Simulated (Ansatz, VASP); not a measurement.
## Two plane-wave programs on Ca

INCAR

```
SYSTEM = Ca
PREC = Accurate
ENCUT = 600
EDIFF = 1E-6
ISMEAR = 0
SIGMA = 0.1
LREAL = .False.
LASPH = .True.
NELM = 100
ALGO = Normal
ISIF = 3
LWAVE = .False.
LCHARG = .False.
GGA = PS
IBRION = 2
NSW = 100
EDIFFG = -0.01
```

Contents of KPOINTS:

```
Automatic mesh
0
Gamma
  18 18 18
  0 0 0
```

The input POSCAR:

```
Ca
1.0
   -2.1569405457      2.1569405457      2.1569405457
    2.1569405457     -2.1569405457      2.1569405457
    2.1569405457      2.1569405457     -2.1569405457
Ca
1
Direct
    0.0000000000      0.0000000000      0.0000000000
```

Input for Ansatz:

```yaml
crystal:
  lattice:
    - [-2.1569405457, 2.1569405457, 2.1569405457]
    - [2.1569405457, -2.1569405457, 2.1569405457]
    - [2.1569405457, 2.1569405457, -2.1569405457]
  atoms:
    - { symbol: Ca, position: [0.0, 0.0, 0.0] }
basis:
  ecutwfc: 420
kpoints:
  mp_grid: { grid: [18, 18, 18] }
hamiltonian:
  xc: pbesol
scf:
  occupations: { method: gaussian, width: 0.1 }
output:
  forces: true
  stress: true
  eigenvalues: true
relax:
  adjacent_minimum: "off"
  f_tol: 0.01
  max_steps: 80
  cell: { stress_tol: 0.05 }
```

Alike in both runs: task relaxation of cell and atoms; functional PBEsol; k mesh 18 × 18 × 18; occupations gaussian, width 0.1 eV; no spin polarisation.

|  | VASP | Ansatz |
| --- | --- | --- |
| version | VASP 6.6.1 | Ansatz 0.2.0 |
| potentials or method | VASP PAW PBE potentials, release 64 (Ca_sv), cutoff 600 eV | scalar-relativistic, plane waves, PAW |
| valence electrons in the cell | 10 | 10 |

Ansatz gave:

* gap on the k mesh at the Fermi level, each at its own relaxed structure (eV): none
* relaxed volume (Å³/atom): 40.37
* relaxed cell length with the largest relative difference (Å): 3.743

**Question.** Estimate VASP's values.

**Answer.** gap on the k mesh at the Fermi level, each at its own relaxed structure (eV): none; relaxed volume (Å³/atom): 40.42; relaxed cell length with the largest relative difference (Å): 3.745.

VASP's potentials were made for PBE, not for PBEsol. A gap of «none» marks a metal or a gap that the smearing closes.
